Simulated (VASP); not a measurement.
**TiO2: single point with PBE**

The system is TiO2.

```
Ti O
1.0
    -1.89960   -5.69880    4.84887
    -5.69880    1.89960   -4.84887
     5.69880   -1.89960   -4.84887
Ti O
10 20
Direct
  0.40043 0.80044 0.60002
  0.00043 0.00045 0.00000
  0.20041 0.40043 0.79998
  0.80043 0.60042 0.20001
  0.60044 0.20041 0.40001
  0.50041 0.25038 0.75007
  0.10042 0.45038 0.15006
  0.30040 0.85037 0.95006
  0.90040 0.05032 0.35003
  0.70042 0.65034 0.55006
  0.50038 0.04392 0.54355
  0.10042 0.24394 0.94357
  0.30041 0.64392 0.74357
  0.90041 0.84390 0.14354
  0.70037 0.44390 0.34355
  0.40048 0.59401 0.39355
  0.00044 0.79399 0.79353
  0.20043 0.19396 0.59356
  0.80040 0.39390 0.99360
  0.60042 0.99391 0.19357
  0.50041 0.45685 0.95650
  0.10041 0.65681 0.35651
  0.30041 0.05683 0.15649
  0.90039 0.25682 0.55649
  0.70041 0.85685 0.75651
  0.40043 0.00686 0.80650
  0.00048 0.20687 0.20653
  0.20034 0.60684 0.00645
  0.80050 0.80687 0.40652
  0.60048 0.40688 0.60655
```

```
Program                : VASP 6.6.1
Task                   : single point
Functional             : PBE
Potentials or basis    : VASP PAW PBE potentials, release 64 (Ti_sv, O)
Cutoff                 : 520 eV
k mesh                 : 2 × 2 × 2, shifted
Occupations            : gaussian, width 0.02 eV
Spin                   : no spin polarisation
Dipole correction      : no
Further INCAR settings : LREAL = Auto; ALGO = Normal; EDIFF = 1e-07; NBANDS = 141
```

```yaml
Pressure: 0.8 GPa
Largest_force: 0.019 eV/Å
Band_gap_on_the_k_mesh: 2.30 eV
```

Forces on the atoms (eV/Å):
```
Ti   0.000 -0.003  0.001
Ti   0.001  0.001  0.001
Ti   0.000  0.001  0.000
Ti   0.000 -0.001  0.000
Ti   0.001  0.000  0.000
Ti  -0.001 -0.001 -0.001
Ti   0.001 -0.002 -0.001
Ti   0.000  0.000 -0.001
Ti  -0.002 -0.002  0.002
Ti  -0.001  0.000 -0.001
O    0.000  0.000  0.018
O    0.000  0.001  0.019
O   -0.001  0.000  0.018
O   -0.001  0.001  0.017
O   -0.001  0.000  0.018
O    0.001  0.002  0.019
O    0.001  0.000  0.018
O    0.000  0.000  0.019
O   -0.001  0.000  0.019
O    0.000  0.001  0.018
O    0.000  0.001 -0.018
O    0.000  0.001 -0.019
O    0.000  0.000 -0.018
O    0.000  0.000 -0.018
O    0.000  0.000 -0.018
O    0.001  0.001 -0.018
O    0.000  0.001 -0.018
O    0.000 -0.001 -0.018
O    0.002  0.001 -0.019
O    0.000  0.001 -0.018
```

Stress tensor (GPa, compression positive):
```
 0.70 -0.01  0.00
-0.01  0.71  0.00
 0.00  0.00  0.85
```

Levels at points of the mesh, in eV from the valence-band top:
| k point | band 117 | band 118 | band 119 | band 120 | band 121 | band 122 | band 123 | band 124 |
| --- | --- | --- | --- | --- | --- | --- | --- | --- |
| (0.25, 0.25, 0.25) | -0.35 | -0.35 | -0.14 | -0.14 | 3.04 | 3.04 | 3.04 | 3.04 |

Wall time 17 min on 1 thread of AMD EPYC 7R13, with other jobs on the host, peak memory 0.54 GiB.

Caveat: a shifted mesh leaves out Γ, where band edges can lie. A k mesh can miss the band edges.
